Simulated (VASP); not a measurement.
Runs of VASP 6.6.1 on W. The structure is that of space group Im-3m (No. 229), or close to it. The cells are those of the table. 

```csv
cell,gap on the mesh (eV),pressure (GPa)
"a = 2.741 Å, angles 109.5°, 1 atom",none,2.4
"a = 2.688 Å, angles 109.5°, 1 atom",none,24.2
"a = 2.771 Å, angles 109.5°, 1 atom",none,(b)
"a = 2.659 Å, angles 109.5°, 1 atom",none,38.8
"a = 2.744 Å, angles 109.5°, 1 atom",none,1.2
"a = 2.676 Å, angles 109.5°, 1 atom",none,30.2
"a = 2.716 Å, angles 109.5°, 1 atom",none,11.8
"a = 2.798 Å, angles 109.5°, 1 atom",none,(a)
"a = 2.629 Å, angles 109.5°, 1 atom",none,55.6
"a = 2.833 Å, angles 109.5°, 1 atom",none,(c)
```

Alike in all rows: task single point; level r2SCAN; potentials or basis VASP PAW PBE potentials, release 64 (W_sv); no spin polarisation; k mesh 18 × 18 × 18; cutoff (eV) 520; smearing gaussian 0.1 eV.

Question: Estimate the missing entries.

Answer: (a) -15.4; (b) -7.7; (c) -23.9.

Caveats: the PAW data sets were made with another functional, which shifts forces and pressure a little; spin-orbit coupling is left out, which moves the levels of the heavy elements.

A k mesh can miss the band edges, and the runs leave out spin-orbit coupling on W.

A gap of «none» marks levels without a gap at the run's occupations.
